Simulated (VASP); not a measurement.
# W (Im-3m) in VASP: further runs

The runs below take W through single point, with PBE.

Everything below comes from runs of VASP 6.6.1. Logs are shortened: lines on timing, memory, paths and dates and some standing lists are left out, and cuts for length are marked.

**1. The cell of the first run**

It takes space group Im-3m (No. 229, cubic). The conventional cell has a = 3.100 Å, b = 3.100 Å, c = 3.100 Å, α = 90.00°, β = 90.00°, γ = 90.00°. Within 3.5 Å of W (site symmetry m-3m) lie 14 W at 2.68 to 3.10 Å.

**2. Single point, PBE**

INCAR

```
  ALGO = Normal
  EDIFF = 1E-6
  ENCUT = 520
  GGA = PE
  ISIF = 2
  ISMEAR = -1
  LASPH = T
  LCHARG = T
  LELF = T
  LREAL = F
  LVHAR = T
  LWAVE = F
  NBANDS = 13
  NELM = 100
  PREC = Accurate
  SIGMA = 0.05
```

KPOINTS

```
k-points
0
Gamma
  13 13 13
```

POSCAR

```
W
1.0
   -1.5500382833      1.5500382833      1.5500382833
    1.5500382833     -1.5500382833      1.5500382833
    1.5500382833      1.5500382833     -1.5500382833
W
1
Direct
    0.0000000000      0.0000000000      0.0000000000
```

Potentials or basis: VASP PAW PBE potentials, release 64 (W_sv).

Started as:

```sh
> cat potpaw_PBE.64/W_sv/POTCAR > POTCAR
> mpirun -np 1 vasp_std > vasp.out
```

OUTCAR:

```text
EDIFF = 1E-6
   ENCUT = 520
   GGA = PE
   ISIF = 2
   ISMEAR = -1
   LASPH = T
   LREAL = F
   NELM = 100
   PREC = Accurate

 ion  position               nearest neighbor table
   1  0.000  0.000  0.000-

  LATTYP: Found a body centered cubic cell.
 ALAT       =     3.1000765666

  Lattice vectors:

 A1 = (  -1.5500382833,   1.5500382833,   1.5500382833)
 A2 = (   1.5500382833,  -1.5500382833,   1.5500382833)
 A3 = (   1.5500382833,   1.5500382833,  -1.5500382833)

Analysis of symmetry for initial positions (statically):
=====================================================================
 Subroutine PRICEL returns:
 Original cell was already a primitive cell.

 Routine SETGRP: Setting up the symmetry group for a
 body centered cubic supercell.

 Subroutine GETGRP returns: Found 48 space group operations
 (whereof 48 operations were pure point group operations)
 out of a pool of 48 trial point group operations.

The static configuration has the point symmetry O_h .

Analysis of symmetry for dynamics (positions and initial velocities):
=====================================================================
 Subroutine PRICEL returns:
 Original cell was already a primitive cell.

 Routine SETGRP: Setting up the symmetry group for a
 body centered cubic supercell.

 Subroutine GETGRP returns: Found 48 space group operations
 (whereof 48 operations were pure point group operations)
 out of a pool of 48 trial point group operations.

The dynamic configuration has the point symmetry O_h .

 Subroutine INISYM returns: Found 48 space group operations
 (whereof 48 operations are pure point group operations),
 and found     1 'primitive' translations

----------------------------------------------------------------------------------------

                                     Primitive cell

  volume of cell :      14.8966

  direct lattice vectors                    reciprocal lattice vectors
    -1.550038283  1.550038283  1.550038283     0.000000000  0.322572678  0.322572678
     1.550038283 -1.550038283  1.550038283     0.322572678  0.000000000  0.322572678
     1.550038283  1.550038283 -1.550038283     0.322572678  0.322572678  0.000000000

  length of vectors
     2.684745060  2.684745060  2.684745060     0.456186656  0.456186656  0.456186656

  position of ions in fractional coordinates (direct lattice)
     0.000000000  0.000000000  0.000000000

  ion indices of the primitive-cell ions
   primitive index   ion index
                 1           1

----------------------------------------------------------------------------------------

 KPOINTS: k-points

Automatic generation of k-mesh.
 Grid dimensions read from file:
 generate k-points for:   13   13   13

 Generating k-lattice:

  Cartesian coordinates                     Fractional coordinates (reciprocal lattice)
     0.000000000  0.024813283  0.024813283     0.076923077  0.000000000  0.000000000
     0.024813283  0.000000000  0.024813283     0.000000000  0.076923077  0.000000000
     0.024813283  0.024813283  0.000000000     0.000000000  0.000000000  0.076923077

  Length of vectors
     0.035091281  0.035091281  0.035091281

  Shift w.r.t. Gamma in fractional coordinates (k-lattice)
     0.000000000  0.000000000  0.000000000

 Subroutine IBZKPT returns following result:
 ===========================================

 Found     84 irreducible k-points:

 Following reciprocal coordinates:
            Coordinates               Weight
  0.000000  0.000000  0.000000      1.000000
  0.076923  0.000000  0.000000     12.000000
  0.153846  0.000000  0.000000     12.000000
  0.230769  0.000000  0.000000     12.000000
  0.307692  0.000000  0.000000     12.000000
  0.384615  0.000000  0.000000     12.000000
[... 16 lines left out ...]
  0.153846  0.076923  0.076923     24.000000
  0.230769  0.076923  0.076923     24.000000
 [... further k-points ...]
   k-points           NKPTS =     84   k-points in BZ     NKDIM =     84   number of bands    NBANDS=     13
   number of dos      NEDOS =    301   number of ions     NIONS =      1
   total plane-waves  NPLWV =   8000
   dimension x,y,z NGX =    20 NGY =   20 NGZ =   20
   dimension x,y,z NGXF=    40 NGYF=   40 NGZF=   40
   ions per type =               1
   NGX,Y,Z   is equivalent  to a cutoff of  12.38, 12.38, 12.38 a.u.
   NGXF,Y,Z  is equivalent  to a cutoff of  24.77, 24.77, 24.77 a.u.
 SYSTEM =  unknown system
   PREC   = accura    normal or accurate (medium, high low for compatibility)
   ISTART =      0    job   : 0-new  1-cont  2-samecut
   ICHARG =      2    charge: 1-file 2-atom 10-const
   ISPIN  =      1    spin polarized calculation?
   LNONCOLLINEAR =      F non collinear calculations
   LSORBIT =      F    spin-orbit coupling
   LASPH  =      T    aspherical Exc in radial PAW
   ENCUT  =  520.0 eV  38.22 Ry    6.18 a.u.   4.99  4.99  4.99*2*pi/ulx,y,z
   NELM   =    100;   NELMIN=  2; NELMDL= -5     # of ELM steps
   EDIFF  = 0.1E-05   stopping-criterion for ELM
   LREAL  =      F    real-space projection
   EDIFFG = 0.1E-04   stopping-criterion for IOM
   NSW    =      0    number of steps for IOM
   IBRION =     -1    ionic relax: 0-MD 1-quasi-New 2-CG
   NFREE  =      0    steps in history (QN), initial steepest desc. (CG)
   ISIF   =      2    stress and relaxation
   ISYM   =      2    0-nonsym 1-usesym 2-fastsym
   POTIM  = 0.5000    time-step for ionic-motion
   TEBEG  =    0.0;   TEEND  =   0.0 temperature during run
   PSTRESS=    0.0 pullay stress
   NELECT =      14.0000    total number of electrons
   NUPDOWN=      -1.0000    fix difference up-down
   EMIN   =  10.00;   EMAX   =-10.00  energy-range for DOS
   EFERMI =   0.00;   METHOD = LEGACY
   ISMEAR =    -1;   SIGMA  =   0.05  broadening in eV -4-tet -1-fermi 0-gaus
   EFERMI_NEDOS =   21; number of points for ismear=-14 and -15
   IALGO  =     38    algorithm
   IMIX   =      4    mixing-type and parameters
     AMIX     =   0.40;   BMIX     =  1.00
     AMIX_MAG =   1.60;   BMIX_MAG =  1.00
  volume/ion in A,a.u.               =      14.90       100.53
  Fermi-wavevector in a.u.,A,eV,Ry     =   1.603572  3.030311 34.986601  2.571443
  Thomas-Fermi vector in A             =   2.700214
   LORBIT       =      0    0 simple, 1 ext, 2 COOP (PROOUT), +10 PAW based schemes
   GGA     = PE    functional components
   LHFCALC =     F    Hartree Fock is set to
   AEXX    =    0.0000 exact exchange contribution
   IVDW    =     0    specifies the selected vdW correction
   LEPSILON=     F    determine dielectric tensor
   LRPA    =     F    only Hartree local field effects (RPA)
 non-spin polarized calculation
  energy-cutoff  :      520.00
  volume of cell :       14.90
 maximum number of plane-waves:       415
   NGX =  9   NGY =  9   NGZ =  9

 number of electron      13.9999999 magnetization

 Free energy of the ion-electron system (eV)
  ---------------------------------------------------
  ext. energy  EPLUGINS =         0.00000000
  ---------------------------------------------------
  free energy    TOTEN  =       -12.86147496 eV

  energy without entropy =      -12.85996393  energy(sigma->0) =      -12.86071945

 E-fermi :  12.4206     XC(G=0): -13.9968

 val. band max:       12.2390538289   @ k =  -0.3077   0.3077   0.2308
 cond. band min:      12.4256172518   @ k =  -0.4615   0.4615   0.2308
 fundamental gap:      0.1865634230
 Fermi energy:        12.4205616392

 k-point     1 :       0.0000    0.0000    0.0000
  band No.  band energies     occupation
      1     -61.7441      2.00000
      2     -25.2017      2.00000
      3     -25.2017      2.00000
      4     -25.2017      2.00000
      5       2.3896      2.00000
      6      11.0261      2.00000
      7      11.0261      2.00000
      8      11.0261      2.00000
      9      14.7747      0.00000
     10      14.7747      0.00000
     11      27.0191      0.00000
     12      27.0191      0.00000
     13      27.0191      0.00000

 k-point     2 :       0.0769    0.0000    0.0000
  band No.  band energies     occupation
      1     -61.7341      2.00000
      2     -25.3006      2.00000
      3     -25.2320      2.00000
      4     -25.2024      2.00000
      5       2.6976      2.00000
      6      10.8360      2.00000
      7      10.9778      2.00000
      8      11.3263      2.00000
      9      14.4763      0.00000
     10      14.7752      0.00000
     11      27.2861      0.00000
     12      27.5399      0.00000
     13      27.7987      0.00000

 k-point     3 :       0.1538    0.0000    0.0000
  band No.  band energies     occupation
      1     -61.7063      2.00000
      2     -25.5684      2.00000
      3     -25.3151      2.00000
      4     -25.2042      2.00000
      5       3.5448      2.00000
      6      10.3488      2.00000
      7      10.7482      2.00000
      8      12.2078      1.97203
      9      14.0394      0.00000
     10      14.8064      0.00000
     11      27.8293      0.00000
     12      29.0137      0.00000
     13      29.4944      0.00000
[... 305 lines left out ...]
 k-point    23 :       0.1538    0.0769    0.0769
  band No.  band energies     occupation
      1     -61.6545      2.00000
      2     -26.0495      2.00000
      3     -25.3951      2.00000
      4     -25.2811      2.00000
      5       5.1816      2.00000
      6       9.5331      2.00000
      7       9.7306      2.00000
      8      14.3276      0.00000
      9      14.7978      0.00000
     10      14.8679      0.00000
     11      28.4818      0.00000
     12      29.8610      0.00000
     13      30.0137      0.00000

 k-point    24 :       0.2308    0.0769    0.0769
  band No.  band energies     occupation
      1     -61.6165      2.00000
      2     -26.3351      2.00000
      3     -25.5497      2.00000
      4     -25.2913      2.00000
      5       6.1246      2.00000
      6       9.0241      2.00000
      7       9.8311      2.00000
      8      14.5424      0.00000
      9      15.2362      0.00000
     10      16.7257      0.00000
     11      27.1246      0.00000
     12      28.0068      0.00000
     13      31.9167      0.00000

 [... further k-points ...]
[... 5 lines left out ...]
  --------------------------------------------------------------------------------------
  -------------------------------------------------------------------------------------
  Total        2.7368624      2.7368624      2.7368624     -0.0000000      0.0000000     -0.0000000
  in kB      294.3582938    294.3582938    294.3582938     -0.0000000      0.0000000     -0.0000000
  external PRESSURE =     294.3582938 kB  Pullay stress =       0.0000000 kB

 VOLUME and BASIS-vectors are now :
 -----------------------------------------------------------------------------
  energy-cutoff  :      520.00
  volume of cell :       14.90
      direct lattice vectors                 reciprocal lattice vectors
    -1.550038283  1.550038283  1.550038283     0.000000000  0.322572678  0.322572678
     1.550038283 -1.550038283  1.550038283     0.322572678  0.000000000  0.322572678
     1.550038283  1.550038283 -1.550038283     0.322572678  0.322572678  0.000000000

 POSITION                                       TOTAL-FORCE (eV/Angst)
 -----------------------------------------------------------------------------------
      0.00000      0.00000      0.00000        -0.000000      0.000000     -0.000000
 -----------------------------------------------------------------------------------
    total drift:                                0.000000     -0.000000      0.000000

  FREE ENERGIE OF THE ION-ELECTRON SYSTEM (eV)
  ---------------------------------------------------
  free  energy   TOTEN  =       -12.8614749623 eV

  energy  without entropy=      -12.8599639296  energy(sigma->0) =      -12.86071945
```

Wall time 11 s (1 thread of Intel Xeon Platinum 8488C (Sapphire Rapids), shared host); peak memory 0.13 GiB.

What came out:

| Property | Result |
| --- | --- |
| Free energy | -12.8615 eV |
| Pressure | 29.4 GPa |
| Band gap on the k mesh | zero (band 7 reaches 17.27 eV, above the bottom of band 8 at 11.03 eV) |

Caveat: spin-orbit coupling is left out, which moves the levels of the heavy elements.

**3. Single point, PBE**

This run uses another cell than the first one, of 15.21 Å³/atom, 1.021 times its volume.

INCAR

```
PREC = Accurate ; ENCUT = 520
EDIFF = 1E-7 ; ISMEAR = -1
SIGMA = 0.05 ; LREAL = False
LASPH = True ; NELM = 60
ALGO = Normal ; ISIF = 2
LWAVE = False ; LCHARG = False
GGA = PE ; NBANDS = 13
```

KPOINTS

```
Automatic mesh
0
Gamma
  13 13 13
```

POSCAR

```
W
1.0
   -1.5609544055      1.5609544055      1.5609544055
    1.5609544055     -1.5609544055      1.5609544055
    1.5609544055      1.5609544055     -1.5609544055
W
1
Direct
    0.0000000000      0.0000000000      0.0000000000
```

Potentials or basis: VASP PAW PBE potentials, release 64 (W_sv).

Started as:

```sh
> cat potpaw_PBE.64/W_sv/POTCAR > POTCAR
> mpirun -np 1 vasp_std > vasp.out
```

It took 12 s on 1 thread of Intel Xeon Platinum 8488C (Sapphire Rapids), shared host; peak memory 0.13 GiB.

Results (log left out):

- Free energy: -12.9112 eV
- Pressure: 20.8 GPa
- Band gap on the k mesh: zero (band 7 reaches 16.82 eV, above the bottom of band 8 at 10.75 eV)

Levels at points of the mesh, in eV from the Fermi level:
```csv
k point,band 4,band 5,band 6,band 7,band 8,band 9,band 10,band 11
"(0.00, 0.00, 0.00)",-37.68,-9.92,-1.36,-1.36,-1.36,2.30,2.30,14.55
```

Caveat: spin-orbit coupling is left out, which moves the levels of the heavy elements.

**4. Single point, PBE**

This run uses another cell than the first one, of 15.53 Å³/atom, 1.043 times its volume.

INCAR

```
PREC = Accurate
ENCUT = 520
EDIFF = 1E-7
ISMEAR = -1
SIGMA = 0.05
LREAL = F
LASPH = T
NELM = 100
ALGO = Normal
ISIF = 2
LWAVE = F
LCHARG = F
GGA = PE
NBANDS = 13
```

KPOINTS

```
regular mesh
0
Gamma
  13 13 13
```

POSCAR

```
W
1.0
   -1.5717199485      1.5717199485      1.5717199485
    1.5717199485     -1.5717199485      1.5717199485
    1.5717199485      1.5717199485     -1.5717199485
W
1
Direct
    0.0000000000      0.0000000000      0.0000000000
```

Started as:

```sh
> cat potpaw_PBE.64/W_sv/POTCAR > POTCAR
> mpirun -np 1 vasp_std > vasp.out
```

Run time: 9.8 s. Hardware: 1 thread of Intel Xeon Platinum 8488C (Sapphire Rapids), shared host; peak memory 0.13 GiB.

It converged, with:

```
Free energy            : -12.9446 eV
Pressure               : 13.0 GPa
Band gap on the k mesh : zero (band 7 reaches 16.38 eV, above the bottom of band 8 at 10.48 eV)
```

Levels at points of the mesh, in eV from the Fermi level:
| k point | band 4 | band 5 | band 6 | band 7 | band 8 | band 9 | band 10 | band 11 |
| --- | --- | --- | --- | --- | --- | --- | --- | --- |
| (0.00, 0.00, 0.00) | -37.74 | -9.81 | -1.32 | -1.32 | -1.32 | 2.26 | 2.26 | 14.51 |

Caveat: spin-orbit coupling is left out, which moves the levels of the heavy elements.

**5. Single point, PBE**

This run uses another cell than the first one, of 15.85 Å³/atom, 1.064 times its volume.

INCAR

```
SYSTEM = W
ALGO     = Normal         ! electronic algorithm
EDIFF    = 1E-6           ! SCF threshold, eV
ENCUT    = 520            ! plane-wave cutoff, eV
GGA      = PE             ! functional
ISIF     = 2              ! what is computed and relaxed
ISMEAR   = -1             ! smearing method
LASPH    = .TRUE.         ! aspherical terms in the spheres
LCHARG   = .FALSE.        ! write CHGCAR
LREAL    = .FALSE.        ! projectors in reciprocal space
LWAVE    = .FALSE.        ! write WAVECAR
NBANDS   = 13             ! bands
NELM     = 60             ! most SCF steps
PREC     = Accurate       ! precision mode
SIGMA    = 0.05           ! smearing width, eV
```

KPOINTS

```
k-points
0
G
  13 13 13
  0 0 0
```

POSCAR

```
W
1.0
   -1.5823400000      1.5823400000      1.5823400000
    1.5823400000     -1.5823400000      1.5823400000
    1.5823400000      1.5823400000     -1.5823400000
W
1
Direct
    0.0000000000      0.0000000000      0.0000000000
```

Started as:

```sh
> cat potpaw_PBE.64/W_sv/POTCAR > POTCAR
> mpirun -np 1 vasp_std > vasp.out
```

It took 13 s on 1 thread of Intel Xeon Platinum 8488C (Sapphire Rapids), shared host; peak memory 0.13 GiB.

The run converged. Its results:

```yaml
Free_energy: -12.9633 eV
Pressure: 5.9 GPa
Band_gap_on_the_k_mesh: zero (band 7 reaches 15.96 eV, above the bottom of band 8 at 10.22 eV)
```

Levels at points of the mesh, in eV from the Fermi level:
| k point | band 3 | band 4 | band 5 | band 6 | band 7 | band 8 | band 9 | band 10 | band 11 | band 12 |
| --- | --- | --- | --- | --- | --- | --- | --- | --- | --- | --- |
| (0.00, 0.00, 0.00) | -37.79 | -37.79 | -9.69 | -1.28 | -1.28 | -1.28 | 2.21 | 2.21 | 14.47 | 14.47 |

Caveat: spin-orbit coupling is left out, which moves the levels of the heavy elements.

**6. The runs side by side**

```csv
cell,gap on the mesh (eV),pressure (GPa)
"a = 2.685 Å, angles 109.5°, 1 atom",none,29.4
"a = 2.704 Å, angles 109.5°, 1 atom",none,20.8
"a = 2.722 Å, angles 109.5°, 1 atom",none,13.0
"a = 2.741 Å, angles 109.5°, 1 atom",none,5.9
```

Alike in all rows: task single point; level PBE; potentials or basis VASP PAW PBE potentials, release 64 (W_sv); no spin polarisation; k mesh 13 × 13 × 13; cutoff (eV) 520; smearing fermi-dirac 0.05 eV.

Caveats: spin-orbit coupling is left out, which moves the levels of the heavy elements.

Total energies depend on the potentials used, so only differences within one code and one set of settings carry meaning.
